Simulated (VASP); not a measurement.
Runs of VASP 6.6.1 on SrCaI2. The structure is that of space group P4/mmm (No. 123), or close to it. The cells are those of the table. 

| task | cell | k mesh | cutoff (eV) | gap on the mesh (eV) | pressure (GPa) | relaxed volume (Å³/atom) | largest force (eV/Å) |
| --- | --- | --- | --- | --- | --- | --- | --- |
| single point | a = 3.599, b = 3.599, c = 6.861 Å, 4 atoms | 6 × 6 × 4 | 520 | none | (b) | - | 1.08 |
| relaxation of cell and atoms | relaxed from a = 3.599, b = 3.599, c = 6.861 Å, 4 atoms | 6 × 6 × 4 | 600 | none | 0.0 | (a) | 0.01 |
| relaxation of cell and atoms | relaxed from a = 4.067, b = 4.067, c = 8.092 Å, 4 atoms | 12 × 12 × 6 | 600 | none | 0.0 | 34.15 | - |
| single point | a = 4.067, b = 4.067, c = 8.092 Å, 4 atoms | 6 × 6 × 4 | 520 | none | 0.3 | - | - |

Alike in all rows: level PBE; potentials or basis VASP PAW PBE potentials, release 64 (Sr_sv, Ca_sv, I); no spin polarisation; smearing gaussian 0.1 eV.

Estimate the missing entries.

(a) 34.07; (b) 27.7.

Caveats: spin-orbit coupling is left out, which moves the levels of the heavy elements; forces of over 1 eV/Å act on the atoms, so gaps and moduli don't describe the material at rest (some runs); the volume moved by over 15 % at a fixed basis, so the end points are rough (some runs).

A k mesh can miss the band edges, and the runs leave out spin-orbit coupling on I, Sr.

A gap of «none» marks levels without a gap at the run's occupations.
